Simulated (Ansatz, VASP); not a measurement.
## Fe: VASP beside Ansatz

Contents of INCAR:

```
SYSTEM = Fe
  PREC = Accurate
  ENCUT = 520
  EDIFF = 1E-7
  ISMEAR = 0
  SIGMA = 0.05
  LREAL = .False.
  LASPH = .True.
  NELM = 150
  ALGO = Normal
  ISIF = 2
  LWAVE = .False.
  LCHARG = .False.
  ISPIN = 2
  MAGMOM = 2.5 -2.5
  LORBIT = 11
  LMAXMIX = 4
  GGA = PS
  NBANDS = 19
```

The input KPOINTS:

```
Automatic mesh
0
Gamma
  12 12 12
  0 0 0
```

File POSCAR:

```
Fe
1.0
    2.7898114684      0.0000000000      0.0000000000
    0.0000000000      2.7898114684      0.0000000000
    0.0000000000      0.0000000000      2.7898114684
Fe
2
Direct
    0.0000000000      0.0000000000      0.0000000000
    0.5000000000      0.5000000000      0.5000000000
```

Input for Ansatz:

```yaml
crystal:
  lattice:
    - [2.7898114684, 0.0, 0.0]
    - [0.0, 2.7898114684, 0.0]
    - [0.0, 0.0, 2.7898114684]
  atoms:
    - { symbol: Fe, position: [0.0, 0.0, 0.0], spin: 2.5 }
    - { symbol: Fe, position: [0.5, 0.5, 0.5], spin: -2.5 }
basis:
  ecutwfc: 420
  ecutrho_ratio: 4
kpoints:
  mp_grid: { grid: [12, 12, 12] }
hamiltonian:
  xc: pbesol
scf:
  occupations: { method: gaussian, width: 0.05 }
  lower_state_search: "off"
output:
  forces: true
  stress: true
  eigenvalues: true
  populations: true
magnetization:
  spin_polarized: true
```

Alike in both runs: task single point; functional PBEsol; k mesh 12 × 12 × 12; occupations gaussian, width 0.05 eV; collinear spin.

|  | VASP | Ansatz |
| --- | --- | --- |
| version | VASP 6.6.1 | Ansatz 0.2.0 |
| potentials or method | VASP PAW PBE potentials, release 64 (Fe), cutoff 520 eV | scalar-relativistic, plane waves, PAW |
| valence electrons in the cell | 16 | 32 |

Ansatz gave:

| Property | Result |
| --- | --- |
| gap on the k mesh at the Fermi level (eV) | none |
| pressure (GPa) | -10.5 |
| net moment per atom (μB) | 0.00 |
| size of the moment on the site where the two differ most (μB) | 1.16 |

Task: What did VASP give for the same quantities?

Result: gap on the k mesh at the Fermi level (eV): none; pressure (GPa): -10.4; net moment per atom (μB): 0.00; size of the moment on the site where the two differ most (μB): 1.21.

VASP's potentials were made for PBE, not for PBEsol. Site moments also hang on the region over which each program counts them. A gap of «none» marks a metal or a gap that the smearing closes. The functional is the same, so the differences come from potentials, cutoffs and numerics. VASP's potentials hold 16 valence electrons a cell and Ansatz's 32, so a difference there can come from the potentials and not from the codes.
